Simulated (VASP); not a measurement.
# SnSe (I4/mmm) in VASP: further runs, part 2 of 2

VASP 6.6.1. Earlier steps stand in the parts before.

### 3 Electric field gradients, LDA (equal xx and yy strain of -2 %)

INCAR reads:

```
SYSTEM = SnSe
PREC = Accurate ; ENCUT = 520
EDIFF = 1E-8 ; ISMEAR = -1
SIGMA = 0.02 ; LREAL = .False.
LASPH = .True. ; NELM = 80
ALGO = Normal ; ISIF = 2
LWAVE = .False. ; LCHARG = .False.
GGA = CA ; LEFG = .True.
NBANDS = 17
```

KPOINTS reads:

```
regular mesh
0
Gamma
  9 9 9
  0 0 0
```

POSCAR reads:

```
SnSe
1.0
    0.0000000000      2.9498000000      3.0100000000
    2.9498000000      0.0000000000      3.0100000000
    2.9498000000      2.9498000000      0.0000000000
Sn Se
1 1
Direct
    0.0000000000      0.0000000000      0.0000000000
    0.5000000000      0.5000000000      0.5000000000
```

Potentials or basis: VASP PAW LDA potentials, release 64 (Sn_d, Se).

Started as:

```console
> cat potpaw_LDA.64/Sn_d/POTCAR potpaw_LDA.64/Se/POTCAR > POTCAR
> mpirun -np 1 vasp_std > vasp.out
```

OUTCAR:

```text
SYSTEM = SnSe
   PREC = Accurate
   ENCUT = 520
   EDIFF = 1E-8
   ISMEAR = -1
   LREAL = .False.
   LASPH = .True.
   NELM = 80
   ISIF = 2
   GGA = CA

 ion  position               nearest neighbor table
   1  0.000  0.000  0.000-   2 2.95   2 2.95   2 2.95   2 2.95   2 3.01   2 3.01
   2  0.500  0.500  0.500-   1 2.95   1 2.95   1 2.95   1 2.95   1 3.01   1 3.01

  LATTYP: Found a body centered tetragonal cell.
 ALAT       =     4.1716471663
 C/A-ratio  =     1.4430750636

  Lattice vectors:

 A1 = (  -2.9498000000,   0.0000000000,   3.0100000000)
 A2 = (   2.9498000000,   0.0000000000,   3.0100000000)
 A3 = (   0.0000000000,   2.9498000000,  -3.0100000000)

Analysis of symmetry for initial positions (statically):
=====================================================================
 Subroutine PRICEL returns:
 Original cell was already a primitive cell.

 Routine SETGRP: Setting up the symmetry group for a
 body centered tetragonal supercell.

 Subroutine GETGRP returns: Found 16 space group operations
 (whereof 16 operations were pure point group operations)
 out of a pool of 16 trial point group operations.

The static configuration has the point symmetry D_4h.

Analysis of symmetry for dynamics (positions and initial velocities):
=====================================================================
 Subroutine PRICEL returns:
 Original cell was already a primitive cell.

 Routine SETGRP: Setting up the symmetry group for a
 body centered tetragonal supercell.

 Subroutine GETGRP returns: Found 16 space group operations
 (whereof 16 operations were pure point group operations)
 out of a pool of 16 trial point group operations.

The dynamic configuration has the point symmetry D_4h.

 Subroutine INISYM returns: Found 16 space group operations
 (whereof 16 operations are pure point group operations),
 and found     1 'primitive' translations

----------------------------------------------------------------------------------------

                                     Primitive cell

  volume of cell :      52.3819

  direct lattice vectors                    reciprocal lattice vectors
     0.000000000  2.949800000  3.010000000    -0.169503017  0.169503017  0.166112957
     2.949800000  0.000000000  3.010000000     0.169503017 -0.169503017  0.166112957
     2.949800000  2.949800000  0.000000000     0.169503017  0.169503017 -0.166112957

  length of vectors
     4.214429978  4.214429978  4.171647166     0.291643721  0.291643721  0.291643721

  position of ions in fractional coordinates (direct lattice)
     0.000000000  0.000000000  0.000000000
     0.500000000  0.500000000  0.500000000

  ion indices of the primitive-cell ions
   primitive index   ion index
                 1           1
                 2           2

----------------------------------------------------------------------------------------

 KPOINTS: regular mesh

Automatic generation of k-mesh.
 Grid dimensions read from file:
 generate k-points for:    9    9    9

[... 70 lines left out ...]
   ISYM   =      2    0-nonsym 1-usesym 2-fastsym
   POTIM  = 0.5000    time-step for ionic-motion
   TEBEG  =    0.0;   TEEND  =   0.0 temperature during run
   PSTRESS=    0.0 pullay stress
   NELECT =      20.0000    total number of electrons
   NUPDOWN=      -1.0000    fix difference up-down
   EMIN   =  10.00;   EMAX   =-10.00  energy-range for DOS
   EFERMI =   0.00;   METHOD = LEGACY
   ISMEAR =    -1;   SIGMA  =   0.02  broadening in eV -4-tet -1-fermi 0-gaus
   EFERMI_NEDOS =   21; number of points for ismear=-14 and -15
   IALGO  =     38    algorithm
   IMIX   =      4    mixing-type and parameters
     AMIX     =   0.40;   BMIX     =  1.00
     AMIX_MAG =   1.60;   BMIX_MAG =  1.00
  volume/ion in A,a.u.               =      26.19       176.75
  Fermi-wavevector in a.u.,A,eV,Ry     =   1.187657  2.244346 19.191407  1.410529
  Thomas-Fermi vector in A             =   2.323803
   LORBIT       =      0    0 simple, 1 ext, 2 COOP (PROOUT), +10 PAW based schemes
   GGA     = CA    functional components
   LHFCALC =     F    Hartree Fock is set to
   AEXX    =    0.0000 exact exchange contribution
   IVDW    =     0    specifies the selected vdW correction
   LEPSILON=     F    determine dielectric tensor
   LRPA    =     F    only Hartree local field effects (RPA)
 non-spin polarized calculation
  energy-cutoff  :      520.00
  volume of cell :       52.38
 maximum number of plane-waves:      1422
   NGX = 15   NGY = 15   NGZ = 15

 number of electron      20.0000007 magnetization

 Free energy of the ion-electron system (eV)
  ---------------------------------------------------
  ext. energy  EPLUGINS =         0.00000000
  ---------------------------------------------------
  free energy    TOTEN  =        -9.49283381 eV

  energy without entropy =       -9.49283282  energy(sigma->0) =       -9.49283331

 E-fermi :   6.1314     XC(G=0): -10.0605

 val. band max:        5.9484024590   @ k =  -0.3333   0.1111   0.0000
 cond. band min:       6.3290187759   @ k =  -0.3333   0.0000   0.1111
 fundamental gap:      0.3806163169
 Fermi energy:         6.1313644339

 k-point     1 :       0.0000    0.0000    0.0000
  band No.  band energies     occupation
      1     -15.6069      2.00000
      2     -15.6006      2.00000
      3     -15.6006      2.00000
      4     -15.5991      2.00000
      5     -15.5961      2.00000
      6      -8.2600      2.00000
[... 457 lines left out ...]
      4     -15.5808      2.00000
      5     -15.5808      2.00000
      6      -7.0196      2.00000
[... 9 lines left out ...]
     16      17.9004      0.00000
     17      18.6985      0.00000

 [... further k-points ...]

------------------------ aborting loop because EDIFF is reached ----------------------------------------

  FORCE on cell =-STRESS in cart. coord.  units (eV):
  Direction    XX          YY          ZZ          XY          YZ          ZX
  --------------------------------------------------------------------------------------
  -------------------------------------------------------------------------------------
  Total       -0.0729552     -0.0729552     -0.9220847      0.0000000     -0.0000000     -0.0000000
  in kB       -2.2314402     -2.2314402    -28.2032895      0.0000000     -0.0000000     -0.0000000
  external PRESSURE =     -10.8887233 kB  Pullay stress =       0.0000000 kB

 VOLUME and BASIS-vectors are now :
 -----------------------------------------------------------------------------
  energy-cutoff  :      520.00
  volume of cell :       52.38
      direct lattice vectors                 reciprocal lattice vectors
     0.000000000  2.949800000  3.010000000    -0.169503017  0.169503017  0.166112957
     2.949800000  0.000000000  3.010000000     0.169503017 -0.169503017  0.166112957
     2.949800000  2.949800000  0.000000000     0.169503017  0.169503017 -0.166112957

 POSITION                                       TOTAL-FORCE (eV/Angst)
 -----------------------------------------------------------------------------------
      0.00000      0.00000      0.00000         0.000000     -0.000000     -0.000000
      2.94980      2.94980      3.01000        -0.000000      0.000000      0.000000
 -----------------------------------------------------------------------------------
    total drift:                                0.000000     -0.000000     -0.000000

  FREE ENERGIE OF THE ION-ELECTRON SYSTEM (eV)
  ---------------------------------------------------
  free  energy   TOTEN  =        -9.4928338113 eV

  energy  without entropy=       -9.4928328177  energy(sigma->0) =       -9.49283331

 Electric field gradients (V/A^2)
---------------------------------------------------------------------
 ion       V_xx      V_yy      V_zz      V_xy      V_xz      V_yz
---------------------------------------------------------------------
   1     -14.645   -14.645    29.289     0.003     0.002     0.002
   2      -2.053    -2.053     4.106     0.001     0.000     0.000
---------------------------------------------------------------------

 Electric field gradients after diagonalization (V/A^2)
 (convention: |V_zz| > |V_xx| > |V_yy|)
----------------------------------------------------------------------
 ion       V_xx      V_yy      V_zz     asymmetry (V_yy - V_xx)/ V_zz
----------------------------------------------------------------------
   1     -14.648   -14.642    29.289       0.000
   2      -2.053    -2.052     4.106       0.000
----------------------------------------------------------------------

           NMR quadrupolar parameters

 Cq : quadrupolar parameter    Cq=e*Q*V_zz/h
 eta: asymmetry parameters     (V_yy - V_xx)/ V_zz
 Q  : nuclear electric quadrupole moment in mb (millibarn)
----------------------------------------------------------------------
 ion       Cq(MHz)       eta       Q (mb)
----------------------------------------------------------------------
   1       0.071       0.000       1.000
   2       0.010       0.000       1.000
----------------------------------------------------------------------
```

OSZICAR:

```text
N       E                     dE             d eps       ncg     rms          rms(c)
DAV:   1     0.132913963332E+03    0.13291E+03   -0.97990E+03  2601   0.146E+03
DAV:   2     0.304866684028E+01   -0.12987E+03   -0.12558E+03  2792   0.352E+02
DAV:   3    -0.932532679980E+01   -0.12374E+02   -0.12181E+02  3053   0.939E+01
DAV:   4    -0.965936222774E+01   -0.33404E+00   -0.33374E+00  3112   0.161E+01
DAV:   5    -0.966832005593E+01   -0.89578E-02   -0.89571E-02  3619   0.262E+00    0.336E+00
DAV:   6    -0.950099692109E+01    0.16732E+00   -0.39975E-01  3810   0.382E+00    0.202E+00
DAV:   7    -0.949433600697E+01    0.66609E-02   -0.63150E-02  3156   0.114E+00    0.934E-01
DAV:   8    -0.949300082691E+01    0.13352E-02   -0.63772E-03  3145   0.682E-01    0.785E-02
DAV:   9    -0.949283076644E+01    0.17006E-03   -0.11723E-03  3730   0.261E-01    0.395E-02
DAV:  10    -0.949283314630E+01   -0.23799E-05   -0.93420E-05  3076   0.569E-02    0.826E-03
DAV:  11    -0.949283383053E+01   -0.68423E-06   -0.58370E-06  3410   0.178E-02    0.279E-03
DAV:  12    -0.949283380709E+01    0.23437E-07   -0.42539E-07  3429   0.941E-03    0.701E-04
DAV:  13    -0.949283381128E+01   -0.41846E-08   -0.25684E-08  2949   0.134E-03
   1 F= -.94928338E+01 E0= -.94928333E+01  d E =-.993597E-06
```

It took 52 s on 1 thread of Intel Xeon Platinum 8488C (Sapphire Rapids), shared host; peak memory 0.2 GiB.

What came out:

```yaml
Free_energy: -9.4928 eV
Pressure: -1.1 GPa
Band_gap_on_the_k_mesh: 0.38 eV, indirect (least direct gap 0.43 eV)
```

Levels at points of the mesh, in eV from the valence-band top:
| k point | band 7 | band 8 | band 9 | band 10 | band 11 | band 12 | band 13 | band 14 |
| --- | --- | --- | --- | --- | --- | --- | --- | --- |
| (0.00, 0.00, 0.00) | -5.11 | -2.41 | -2.41 | -2.21 | 3.99 | 4.48 | 4.48 | 5.66 |

Electric field gradients, principal values (V/Å²):
| atom | least | middle | greatest (by size) |
| --- | --- | --- | --- |
| 1 Sn | -14.642 | -14.648 | 29.289 |
| 2 Se | -2.052 | -2.053 | 4.106 |

Caveat: the cell differs from its parent crystal (equal xx and yy strain of -2 %); without QUAD_EFG the Cq values of the log hold for a quadrupole moment of 1 mb, not for the nuclei; spin-orbit coupling is left out, which moves the levels of the heavy elements.

### 4 Electric field gradients, LDA (equal xx and yy strain of -1 %)

INCAR reads:

```
  PREC = Accurate
  ENCUT = 520
  EDIFF = 1E-8
  ISMEAR = -1
  SIGMA = 0.02
  LREAL = False
  LASPH = True
  NELM = 100
  ALGO = Normal
  ISIF = 2
  LWAVE = False
  LCHARG = False
  GGA = CA
  LEFG = True
  NBANDS = 17
```

KPOINTS reads:

```
regular mesh
0
Gamma
  9 9 9
```

POSCAR reads:

```
SnSe
1.0
    0.0000000000      2.9799000000      3.0100000000
    2.9799000000      0.0000000000      3.0100000000
    2.9799000000      2.9799000000      0.0000000000
Sn Se
1 1
Direct
    0.0000000000      0.0000000000      0.0000000000
    0.5000000000      0.5000000000      0.5000000000
```

Potentials or basis: VASP PAW LDA potentials, release 64 (Sn_d, Se).

Started as:

```console
> cat potpaw_LDA.64/Sn_d/POTCAR potpaw_LDA.64/Se/POTCAR > POTCAR
> mpirun -np 1 vasp_std > vasp.out
```

OUTCAR:

```text
PREC = Accurate
   ENCUT = 520
   EDIFF = 1E-8
   ISMEAR = -1
   LREAL = False
   LASPH = True
   NELM = 100
   ISIF = 2
   GGA = CA

 ion  position               nearest neighbor table
   1  0.000  0.000  0.000-   2 2.98   2 2.98   2 2.98   2 2.98   2 3.01   2 3.01
   2  0.500  0.500  0.500-   1 2.98   1 2.98   1 2.98   1 2.98   1 3.01   1 3.01

  LATTYP: Found a body centered tetragonal cell.
 ALAT       =     4.2142149945
 C/A-ratio  =     1.4284985479

  Lattice vectors:

 A1 = (  -2.9799000000,   0.0000000000,   3.0100000000)
 A2 = (   2.9799000000,   0.0000000000,   3.0100000000)
 A3 = (   0.0000000000,   2.9799000000,  -3.0100000000)

Analysis of symmetry for initial positions (statically):
=====================================================================
 Subroutine PRICEL returns:
 Original cell was already a primitive cell.

 Routine SETGRP: Setting up the symmetry group for a
 body centered tetragonal supercell.

 Subroutine GETGRP returns: Found 16 space group operations
 (whereof 16 operations were pure point group operations)
 out of a pool of 16 trial point group operations.

The static configuration has the point symmetry D_4h.

Analysis of symmetry for dynamics (positions and initial velocities):
=====================================================================
 Subroutine PRICEL returns:
 Original cell was already a primitive cell.

 Routine SETGRP: Setting up the symmetry group for a
 body centered tetragonal supercell.

 Subroutine GETGRP returns: Found 16 space group operations
 (whereof 16 operations were pure point group operations)
[... 159 lines left out ...]
      2     -15.8369      2.00000
      3     -15.8369      2.00000
      4     -15.8368      2.00000
      5     -15.8343      2.00000
      6      -8.3507      2.00000
[... 457 lines left out ...]
      4     -15.8182      2.00000
      5     -15.8182      2.00000
      6      -7.1453      2.00000
[... 9 lines left out ...]
     16      17.4506      0.00000
     17      18.3773      0.00000

 [... further k-points ...]

------------------------ aborting loop because EDIFF is reached ----------------------------------------

  FORCE on cell =-STRESS in cart. coord.  units (eV):
  Direction    XX          YY          ZZ          XY          YZ          ZX
  --------------------------------------------------------------------------------------
  -------------------------------------------------------------------------------------
  Total       -0.6023576     -0.6023576     -1.0034105      0.0000000     -0.0000000      0.0000000
  in kB      -18.0536542    -18.0536542    -30.0738725      0.0000000     -0.0000000      0.0000000
  external PRESSURE =     -22.0603936 kB  Pullay stress =       0.0000000 kB

 VOLUME and BASIS-vectors are now :
 -----------------------------------------------------------------------------
  energy-cutoff  :      520.00
  volume of cell :       53.46
      direct lattice vectors                 reciprocal lattice vectors
     0.000000000  2.979900000  3.010000000    -0.167790865  0.167790865  0.166112957
     2.979900000  0.000000000  3.010000000     0.167790865 -0.167790865  0.166112957
     2.979900000  2.979900000  0.000000000     0.167790865  0.167790865 -0.166112957

 POSITION                                       TOTAL-FORCE (eV/Angst)
 -----------------------------------------------------------------------------------
      0.00000      0.00000      0.00000         0.000000     -0.000000      0.000000
      2.97990      2.97990      3.01000        -0.000000      0.000000     -0.000000
 -----------------------------------------------------------------------------------
    total drift:                                0.000000     -0.000000     -0.000000

  FREE ENERGIE OF THE ION-ELECTRON SYSTEM (eV)
  ---------------------------------------------------
  free  energy   TOTEN  =        -9.4861875385 eV

  energy  without entropy=       -9.4861874191  energy(sigma->0) =       -9.48618748

 Electric field gradients (V/A^2)
---------------------------------------------------------------------
 ion       V_xx      V_yy      V_zz      V_xy      V_xz      V_yz
---------------------------------------------------------------------
   1      -7.251    -7.251    14.503     0.002     0.002     0.002
   2      -0.939    -0.939     1.878     0.000     0.000     0.000
---------------------------------------------------------------------

 Electric field gradients after diagonalization (V/A^2)
 (convention: |V_zz| > |V_xx| > |V_yy|)
----------------------------------------------------------------------
 ion       V_xx      V_yy      V_zz     asymmetry (V_yy - V_xx)/ V_zz
----------------------------------------------------------------------
   1      -7.254    -7.249    14.503       0.000
   2      -0.940    -0.939     1.878       0.000
----------------------------------------------------------------------

           NMR quadrupolar parameters

 Cq : quadrupolar parameter    Cq=e*Q*V_zz/h
 eta: asymmetry parameters     (V_yy - V_xx)/ V_zz
 Q  : nuclear electric quadrupole moment in mb (millibarn)
----------------------------------------------------------------------
 ion       Cq(MHz)       eta       Q (mb)
----------------------------------------------------------------------
   1       0.035       0.000       1.000
   2       0.005       0.000       1.000
----------------------------------------------------------------------
```

It took 52 s on 1 thread of Intel Xeon Platinum 8488C (Sapphire Rapids), shared host; peak memory 0.2 GiB.

Results:

```
Free energy            : -9.4862 eV
Pressure               : -2.2 GPa
Band gap on the k mesh : 0.48 eV, indirect (least direct gap 0.50 eV)
```

Stress tensor (GPa, compression positive):
```
-1.81  0.00  0.00
 0.00 -1.81  0.00
 0.00  0.00 -3.01
```

Electric field gradients, principal values (V/Å²):
```
atom   least  middle  greatest (by size)
1 Sn  -7.249  -7.254              14.503
2 Se  -0.939  -0.940               1.878
```

Caveat: the cell differs from its parent crystal (equal xx and yy strain of -1 %); without QUAD_EFG the Cq values of the log hold for a quadrupole moment of 1 mb, not for the nuclei; spin-orbit coupling is left out, which moves the levels of the heavy elements. A k mesh can miss the band edges.

### 5 Summary

```csv
cell,gap on the mesh (eV),pressure (GPa)
"a = 4.193, b = 4.193, c = 4.129 Å, angles 60.5, 60.5, 59.0°, 2 atoms",0.28,0.2
"a = 4.214, b = 4.214, c = 4.172 Å, angles 60.3, 60.3, 59.3°, 2 atoms",0.38,-1.1
"a = 4.236, b = 4.236, c = 4.214 Å, angles 60.2, 60.2, 59.7°, 2 atoms",0.48,-2.2
```

Alike in all rows: task electric field gradients; level LDA; potentials or basis VASP PAW LDA potentials, release 64 (Sn_d, Se); no spin polarisation; k mesh 9 × 9 × 9; cutoff (eV) 520; smearing fermi-dirac 0.02 eV.

Caveats: spin-orbit coupling is left out, which moves the levels of the heavy elements.

Absolute energies hang on the potentials; compare differences alone.
